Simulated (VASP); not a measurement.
# ZnSb2O (P6/mmm) in VASP: a series of runs, part 2 of 2

VASP 6.6.1. The steps go on from the part before.

### 3 Single point, PBE

This run uses another cell than the first one, of 25.43 Å³/atom.

Input file INCAR:

```
SYSTEM = ZnSb2O
  PREC = Accurate
  ENCUT = 520
  EDIFF = 1E-6
  ISMEAR = 0
  SIGMA = 0.1
  LREAL = .FALSE.
  LASPH = .TRUE.
  NELM = 60
  ALGO = Normal
  ISIF = 2
  LWAVE = .FALSE.
  LCHARG = .FALSE.
  GGA = PE
  NBANDS = 22
```

Input file KPOINTS:

```
regular mesh
0
G
  6 6 4
  0 0 0
```

Input file POSCAR:

```
ZnSb2O
1.0
    4.0786302500      0.0000000000      0.0000000000
   -2.0393151300      3.5321974100      0.0000000000
    0.0000000000      0.0000000000      7.0599349300
Zn Sb O
1 2 1
Direct
    0.0000000000      0.0000000000      0.5000000000
    0.0000000000      0.0000000000      0.1868556600
    0.0000000000      0.0000000000      0.8131443400
    0.0000000000      0.0000000000      0.0000000000
```

Potentials or basis: VASP PAW PBE potentials, release 64 (Zn, Sb, O).

On the command line:

```console
cat potpaw_PBE.64/Zn/POTCAR potpaw_PBE.64/Sb/POTCAR potpaw_PBE.64/O/POTCAR > POTCAR
mpirun -np 1 vasp_std > vasp.out
```

OUTCAR:

```text
SYSTEM = ZnSb2O
   PREC = Accurate
   ENCUT = 520
   EDIFF = 1E-6
   ISMEAR = 0
   LREAL = .FALSE.
   LASPH = .TRUE.
   NELM = 60
   ISIF = 2
   GGA = PE

 ion  position               nearest neighbor table
   1  0.000  0.000  0.500-   2 2.21   3 2.21
   2  0.000  0.000  0.187-   4 1.32   1 2.21   3 2.64
   3  0.000  0.000  0.813-   4 1.32   1 2.21   2 2.64
   4  0.000  0.000  0.000-   2 1.32   3 1.32

 -----------------------------------------------------------------------------
|                                                                             |
|           W    W    AA    RRRRR   N    N  II  N    N   GGGG   !!!           |
|           W    W   A  A   R    R  NN   N  II  NN   N  G    G  !!!           |
|           W    W  A    A  R    R  N N  N  II  N N  N  G       !!!           |
|           W WW W  AAAAAA  RRRRR   N  N N  II  N  N N  G  GGG   !            |
|           WW  WW  A    A  R   R   N   NN  II  N   NN  G    G                |
|           W    W  A    A  R    R  N    N  II  N    N   GGGG   !!!           |
|                                                                             |
|     The distance between some ions is very small. Please check the          |
|     nearest-neighbor list in the OUTCAR file.                               |
|     I HOPE YOU KNOW WHAT YOU ARE DOING!                                     |
[... 195 lines left out ...]
  band No.  band energies     occupation
      1     -22.4171      2.00000
      2     -11.2980      2.00000
      3      -7.7960      2.00000
      4      -7.7960      2.00000
      5      -5.7129      2.00000
      6      -3.9019      2.00000
[... 514 lines left out ...]
     21      10.2321      0.00000
     22      13.5260      0.00000

------------------------ aborting loop because EDIFF is reached ----------------------------------------

  FORCE on cell =-STRESS in cart. coord.  units (eV):
  Direction    XX          YY          ZZ          XY          YZ          ZX
  --------------------------------------------------------------------------------------
  -------------------------------------------------------------------------------------
  Total       -3.0458178     -3.0458178    221.1817206      0.0000000     -0.0000000      0.0000000
  in kB      -47.9793660    -47.9793660   3484.1738155      0.0000001     -0.0000000      0.0000000
  external PRESSURE =    1129.4050278 kB  Pullay stress =       0.0000000 kB

 VOLUME and BASIS-vectors are now :
 -----------------------------------------------------------------------------
  energy-cutoff  :      520.00
  volume of cell :      101.71
      direct lattice vectors                 reciprocal lattice vectors
     4.078630250  0.000000000  0.000000000     0.245180352  0.141554942  0.000000000
    -2.039315130  3.532197410  0.000000000     0.000000000  0.283109884  0.000000000
     0.000000000  0.000000000  7.059934930     0.000000000  0.000000000  0.141644365

 POSITION                                       TOTAL-FORCE (eV/Angst)
 -----------------------------------------------------------------------------------
      0.00000      0.00000      3.52997         0.000000      0.000000      0.000000
      0.00000      0.00000      1.31919        -0.000000     -0.000000     76.323564
      0.00000      0.00000      5.74075        -0.000000      0.000000    -76.323564
      0.00000      0.00000      0.00000         0.000000      0.000000      0.000000
 -----------------------------------------------------------------------------------
    total drift:                               -0.000000      0.000000      0.000000

  FREE ENERGIE OF THE ION-ELECTRON SYSTEM (eV)
  ---------------------------------------------------
  free  energy   TOTEN  =        21.1287358345 eV

  energy  without entropy=       21.1511243166  energy(sigma->0) =       21.13993008
```

It took 62 s on 1 thread of Oxide Virtual Turin-like, shared host; peak memory 0.2 GiB.

What came out:

* Free energy: 21.1287 eV
* Pressure: 112.9 GPa
* Largest force: 76.324 eV/Å
* Band gap on the k mesh: zero (bands 14 and 15 overlap by 2.83 eV)

Forces in eV/Å, atoms in the order of the input:
```
Zn    0.000   0.000   0.000
Sb    0.000   0.000  76.324
Sb    0.000   0.000 -76.324
O     0.000   0.000   0.000
```

Stress tensor (GPa, compression positive):
```
 -4.80   0.00   0.00
  0.00  -4.80   0.00
  0.00   0.00 348.42
```

Levels at points of the mesh, in eV from the Fermi level:
| k point | band 12 | band 13 | band 14 | band 15 | band 16 | band 17 |
| --- | --- | --- | --- | --- | --- | --- |
| (0.00, 0.00, 0.00) | -2.19 | 1.30 | 1.30 | 1.86 | 1.86 | 3.06 |
| (0.50, 0.00, 0.00) | -2.77 | -2.32 | 0.14 | 0.39 | 0.63 | 1.15 |
| (0.00, 0.00, 0.50) | -0.23 | 0.25 | 0.51 | 0.51 | 2.89 | 2.89 |
| (0.50, 0.00, 0.50) | -3.33 | -1.96 | -0.45 | 1.58 | 1.77 | 2.09 |

Caveat: atoms lie so close that the PAW spheres overlap strongly, which falsifies energies and pressures; the stress differs along the axes, from -5 to 348 GPa; spin-orbit coupling is left out, which moves the levels of the heavy elements; forces of over 1 eV/Å act on the atoms, so gaps and moduli don't describe the material at rest.

### 4 Single point, PBE

This run uses another cell than the first one, of 22.74 Å³/atom.

Input file INCAR:

```
ALGO = Fast
EDIFF = 1E-7
ENCUT = 520
GGA = PE
ISIF = 2
ISMEAR = 0
LASPH = T
LCHARG = F
LREAL = F
LWAVE = F
NBANDS = 22
NELM = 80
PREC = Accurate
SIGMA = 0.1
```

Input file KPOINTS:

```
k-points
0
Gamma
  18 18 6
```

Input file POSCAR:

```
ZnSb2O
1.0
    3.2584286245      0.0000000000      0.0000000000
   -1.6292143122      2.8218819653      0.0000000000
    0.0000000000      0.0000000000      9.8928549370
Zn Sb O
1 2 1
Direct
    0.0000000000      0.0000000000      0.5000000000
    0.0000000000      0.0000000000      0.2007616949
    0.0000000000      0.0000000000      0.7992383051
    0.0000000000      0.0000000000      0.0000000000
```

On the command line:

```console
cat potpaw_PBE.64/Zn/POTCAR potpaw_PBE.64/Sb/POTCAR potpaw_PBE.64/O/POTCAR > POTCAR
mpirun -np 1 vasp_std > vasp.out
```

It took 7.3 min on 1 thread of Oxide Virtual Turin-like, shared host; peak memory 0.4 GiB.

Results (log left out):

| Quantity | Value |
| --- | --- |
| Free energy | -14.9224 eV |
| Pressure | 0.0 GPa |
| Largest force | 0.025 eV/Å |
| Band gap on the k mesh | zero (bands 14 and 15 overlap by 4.65 eV) |

Forces in eV/Å, atoms in the order of the input:
```
Zn   0.000  0.000  0.000
Sb   0.000  0.000  0.025
Sb   0.000  0.000 -0.025
O    0.000  0.000  0.000
```

Stress tensor (GPa, compression positive):
```
-0.06  0.00  0.00
 0.00 -0.06  0.00
 0.00  0.00  0.19
```

Levels at points of the mesh, in eV from the Fermi level:
```csv
k point,band 10,band 11,band 12,band 13,band 14,band 15,band 16,band 17,band 18,band 19
"(0.00, 0.00, 0.00)",-5.44,-2.29,-2.29,0.24,0.83,5.47,5.47,6.03,6.03,6.51
"(0.50, 0.00, 0.00)",-4.58,-4.45,-2.76,-2.54,-1.36,0.20,2.41,3.01,3.22,4.20
"(0.00, 0.00, 0.50)",-3.83,-2.29,-2.29,-1.98,3.14,4.82,5.41,5.41,6.12,6.12
"(0.50, 0.00, 0.50)",-4.71,-4.55,-2.75,-2.33,-0.40,-0.03,1.24,2.34,3.11,5.38
```

Caveat: spin-orbit coupling is left out, which moves the levels of the heavy elements.

### 5 Relaxation of cell and atoms, PBE

Input file INCAR:

```
SYSTEM = ZnSb2O
ALGO = Fast
EDIFF = 1E-6
EDIFFG = -0.01
ENCUT = 600
GGA = PE
IBRION = 2
ISIF = 3
ISMEAR = 0
LASPH = .True.
LCHARG = .False.
LREAL = .False.
LWAVE = .False.
NELM = 80
NSW = 100
PREC = Accurate
SIGMA = 0.1
```

Input file KPOINTS:

```
k-points
0
Gamma
  18 18 6
  0 0 0
```

Input file POSCAR:

```
ZnSb2O
1.0
    3.2770421447      0.0000000000      0.0000000000
   -1.6385210723      2.8380017466      0.0000000000
    0.0000000000      0.0000000000      9.8485151218
Zn Sb O
1 2 1
Direct
    0.0000000000      0.0000000000      0.5000000000
    0.0000000000      0.0000000000      0.2013592856
    0.0000000000      0.0000000000      0.7986407144
    0.0000000000      0.0000000000      0.0000000000
```

On the command line:

```console
cat potpaw_PBE.64/Zn/POTCAR potpaw_PBE.64/Sb/POTCAR potpaw_PBE.64/O/POTCAR > POTCAR
mpirun -np 1 vasp_std > vasp.out
```

Wall time 31 min (1 thread of Oxide Virtual Turin-like, shared host); peak memory 0.48 GiB.

Results (log left out):

```
Free energy                           : -14.9248 eV
Relaxed volume                        : 22.66 Å³/atom
Relaxed cell                          : a = 3.255 Å, b = 3.255 Å, c = 9.881 Å, α = 90.00°, β = 90.00°, γ = 120.00°
Space group after relaxing (to 0.1 Å) : P6/mmm (No. 191)
Energy gained by relaxing             : 0.9 meV/atom
Ionic steps                           : 9
Pressure after relaxing               : 0.0 GPa
Largest force after relaxing          : 0.008 eV/Å
Band gap on the k mesh                : zero (bands 14 and 15 overlap by 4.66 eV)
```

Forces on the atoms (eV/Å):
```
Zn   0.000  0.000  0.000
Sb   0.000  0.000 -0.008
Sb   0.000  0.000  0.008
O    0.000  0.000  0.000
```

The path:
```
step  energy change (eV)  largest force (eV/Å)  pressure (GPa)  volume (Å³)
   1              0.0000                0.0732           -0.15        91.59
   2             -0.0003                0.2350           -0.72        91.30
   3             -0.0020                0.0909           -0.41        91.44
   4             -0.0035                0.0166           -0.02        90.65
   5             -0.0035                0.0092            0.03        90.57
   6             -0.0035                0.0078            0.06        90.56
   7             -0.0035                0.0298           -0.03        90.66
   8             -0.0035                0.0189           -0.02        90.61
   9             -0.0035                0.0080            0.02        90.64
```

Final structure:
```yaml
crystal:
  lattice:
    - [3.25456, 0.00000, 0.00000]
    - [-1.62728, 2.81853, 0.00000]
    - [0.00000, 0.00000, 9.88138]
  atoms:
    - { symbol: Zn, position: [0.00000, 0.00000, 0.50000] }
    - { symbol: Sb, position: [0.00000, 0.00000, 0.20112] }
    - { symbol: Sb, position: [0.00000, 0.00000, 0.79888] }
    - { symbol: O, position: [0.00000, 0.00000, 0.00000] }
```

Levels at points of the mesh, in eV from the Fermi level:
```csv
k point,band 11,band 12,band 13,band 14,band 15,band 16,band 17,band 18
"(0.00, 0.00, 0.00)",-2.27,-2.27,0.24,0.84,5.51,5.51,6.05,6.05
"(0.50, 0.00, 0.00)",-4.45,-2.74,-2.54,-1.36,0.20,2.43,3.02,3.22
"(0.00, 0.00, 0.50)",-2.27,-2.27,-1.99,3.15,4.84,5.43,5.43,6.15
"(0.50, 0.00, 0.50)",-4.55,-2.74,-2.34,-0.39,-0.04,1.23,2.35,3.12
```

Caveat: spin-orbit coupling is left out, which moves the levels of the heavy elements.

### 6 The runs side by side

| task | cell | k mesh | cutoff (eV) | gap on the mesh (eV) | pressure (GPa) | largest force (eV/Å) |
| --- | --- | --- | --- | --- | --- | --- |
| single point | a = 3.277, b = 3.277, c = 9.849 Å, angles 90.0, 90.0, 120.0°, 4 atoms, atomic positions A | 6 × 6 × 4 | 520 | none | 0.2 | 0.03 |
| single point | a = 4.079, b = 4.079, c = 7.060 Å, angles 90.0, 90.0, 120.0°, 4 atoms, atomic positions B | 6 × 6 × 4 | 520 | none | 112.9 | 76.32 |
| single point | a = 3.258, b = 3.258, c = 9.893 Å, angles 90.0, 90.0, 120.0°, 4 atoms, atomic positions C | 18 × 18 × 6 | 520 | none | 0.0 | 0.02 |
| relaxation of cell and atoms | relaxed from a = 3.277, b = 3.277, c = 9.849 Å, angles 90.0, 90.0, 120.0°, 4 atoms, atomic positions A | 18 × 18 × 6 | 600 | none | 0.0 | 0.01 |

Alike in all rows: level PBE; potentials or basis VASP PAW PBE potentials, release 64 (Zn, Sb, O); no spin polarisation; smearing gaussian 0.1 eV.

Caveats: some runs use coarse meshes; spin-orbit coupling is left out, which moves the levels of the heavy elements; atoms lie so close that the PAW spheres overlap strongly, which falsifies energies and pressures (at least some runs); the stress differs along the axes, from -5 to 348 GPa (at least some runs); forces of over 1 eV/Å act on the atoms, so gaps and moduli don't describe the material at rest (at least some runs).

Total energies depend on the potentials used, so only differences within one code and one set of settings carry meaning.
